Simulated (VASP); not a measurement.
Set up this calculation in VASP 6.6.1, as the native input.

```
Task                   : single point
Functional             : LDA
Potentials or basis    : VASP PAW LDA potentials, release 64 (Ta_pv)
Cutoff                 : 520 eV
k mesh                 : 12 × 12 × 12
Occupations            : fermi-dirac, width 0.08 eV
Spin                   : no spin polarisation
Dipole correction      : no
Further INCAR settings : ALGO = Normal; EDIFF = 1e-07; NBANDS = 18
```

The structure of Ta lies in POSCAR:

```
Ta
1.0
    0.0000000000      2.7829841579      2.7829841579
    2.7829841579      0.0000000000      2.7829841579
    2.7829841579      2.7829841579      0.0000000000
Ta
2
Direct
   -0.1250000000     -0.1250000000     -0.1250000000
    0.1250000000      0.1250000000      0.1250000000
```

One way to write it, as run:

INCAR

```
SYSTEM = Ta
  ALGO = Normal
  EDIFF = 1E-7
  ENCUT = 520
  GGA = CA
  ISIF = 2
  ISMEAR = -1
  LASPH = .TRUE.
  LCHARG = .FALSE.
  LREAL = .FALSE.
  LWAVE = .FALSE.
  NBANDS = 18
  NELM = 100
  PREC = Accurate
  SIGMA = 0.08
```

KPOINTS

```
k-points
0
G
  12 12 12
  0 0 0
```

Potentials or basis: VASP PAW LDA potentials, release 64 (Ta_pv).

Run with:

```bash
$ cat potpaw_LDA.64/Ta_pv/POTCAR > POTCAR
$ mpirun -np 1 vasp_std > vasp.out
```

It gave:

The pressure is 22.2 GPa and the band gap on the k mesh is zero (band 11 reaches 4.28 eV, above the bottom of band 12 at 2.98 eV).

Caveat: spin-orbit coupling is left out, which moves the levels of the heavy elements.

Run time: 61 s on 1 thread of Intel(R) Xeon(R) Platinum 8488C (Sapphire Rapids) (shared host), peak memory 0.17 GiB.
